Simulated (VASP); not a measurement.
SiC, 4 atoms in the cell. Symmetry: P3m1, No. 156, trigonal system. The conventional cell has a = 3.074 Å, b = 3.074 Å, c = 5.045 Å, α = 90.00°, β = 90.00°, γ = 120.00°. Within 2.4 Å of Si (site symmetry 3m) lie 4 C at 1.80 to 1.92 Å. Si (site symmetry 3m) has 4 C at 1.88 to 1.90 Å within 2.5 Å. Within 2.4 Å of C (site symmetry 3m) lie 4 Si at 1.80 to 1.88 Å. Within 2.5 Å of C (site symmetry 3m) lie 4 Si at 1.90 to 1.92 Å. 

| Item | Value |
| --- | --- |
| Program | VASP 6.6.1 |
| Task | single point |
| Functional | PBE |
| Potentials or basis | VASP PAW PBE potentials, release 64 (Si, C) |
| Cutoff | 520 eV |
| k mesh | 12 × 12 × 7 |
| Occupations | fermi-dirac, width 0.05 eV |
| Spin | no spin polarisation |
| Dipole correction | no |
| Further INCAR settings | ALGO = Normal; EDIFF = 1e-07; NBANDS = 16 |

Potentials or basis: VASP PAW PBE potentials, release 64 (Si, C).

Run with:

```console
$ cat potpaw_PBE.64/Si/POTCAR potpaw_PBE.64/C/POTCAR > POTCAR
$ mpirun -np 1 vasp_std > vasp.out
```

Hardware: 1 thread of AMD EPYC 7R13, on a shared host.

Problem. How long does it take, and how much memory?

Solution. Run time: 100 s on 1 thread of AMD EPYC 7R13 (shared host), peak memory 0.19 GiB. Counts: scf iterations 15, k points 112.
